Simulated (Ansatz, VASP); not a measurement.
**BaZrO3: VASP beside Ansatz**

```
Ba Zr O
1.0
     4.22669    0.00000    0.00000
     0.00000    4.22669    0.00000
     0.00000    0.00000    4.22669
Ba Zr O
1 1 3
Direct
  0.00000 0.00000 0.00000
  0.50000 0.50000 0.50000
  0.00000 0.50000 0.50000
  0.50000 0.00000 0.50000
  0.50000 0.50000 0.00000
```

Alike in both runs: functional PBE; k mesh 6 × 6 × 6; occupations gaussian, width 0.02 eV; no spin polarisation.

Ansatz relaxed the structure, and its values are those at the end. VASP's run is a single point on that final structure, the one shown.

|  | VASP | Ansatz |
| --- | --- | --- |
| version | VASP 6.6.1 | Ansatz 0.2.0 |
| potentials or method | VASP PAW PBE potentials, release 64 (Ba_sv, Zr_sv, O_h), cutoff 910 eV | scalar-relativistic, plane waves, PAW |
| valence electrons in the cell | 40 | 40 |

|  | VASP | Ansatz | Ansatz less VASP |
| --- | --- | --- | --- |
| gap on the k mesh at the Fermi level (eV) | 3.14 | 3.18 | +0.042 |
| least direct gap on the mesh (eV) | 3.39 | 3.40 | +0.018 |

The functional is the same, so the differences come from potentials, cutoffs and numerics.

Neither program's run includes spin-orbit coupling. Noted on VASP's run: the cutoff is short for stress, so the pressure is rough.
